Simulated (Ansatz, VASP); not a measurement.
## One calculation of Y2RhC3, two programs

```
Y Rh C
1.0
     3.60011    0.00000    0.00000
    -1.80006    3.11779    0.00000
     0.00000    0.00000   15.33415
Y Rh C
4 2 6
Direct
  0.33333 0.66667 0.91019
  0.66667 0.33333 0.41019
  0.66667 0.33333 0.08981
  0.33333 0.66667 0.58981
  0.00000 0.00000 0.25000
  0.00000 0.00000 0.75000
  0.00000 0.00000 0.50000
  0.00000 0.00000 0.00000
  0.33333 0.66667 0.29509
  0.66667 0.33333 0.79509
  0.66667 0.33333 0.70491
  0.33333 0.66667 0.20491
```

Alike in both runs: functional PBE; k mesh 6 × 6 × 1; occupations gaussian, width 0.1 eV; no spin polarisation.

Ansatz relaxed the structure, and its values are those at the end. VASP's run is a single point on that final structure, the one shown.

```csv
,VASP,Ansatz
version,VASP 6.6.1,Ansatz 0.2.0
potentials or method,"VASP PAW PBE potentials, release 64 (Y_sv, Rh_sv_GW, C), cutoff 700 eV","scalar-relativistic, plane waves, PAW"
valence electrons in the cell,102,102
```

```csv
,VASP,Ansatz,Ansatz less VASP
gap on the k mesh at the Fermi level (eV),none,none,-
pressure (GPa),-0.1,0.0,+0.11
rms of the force components (eV/Å),0.027,0.001,-0.0260
```

A gap of «none» marks a metal or a gap that the smearing closes. The functional is the same, so the differences come from potentials, cutoffs and numerics.

The k mesh is coarse, so the values compare programs but aren't converged.
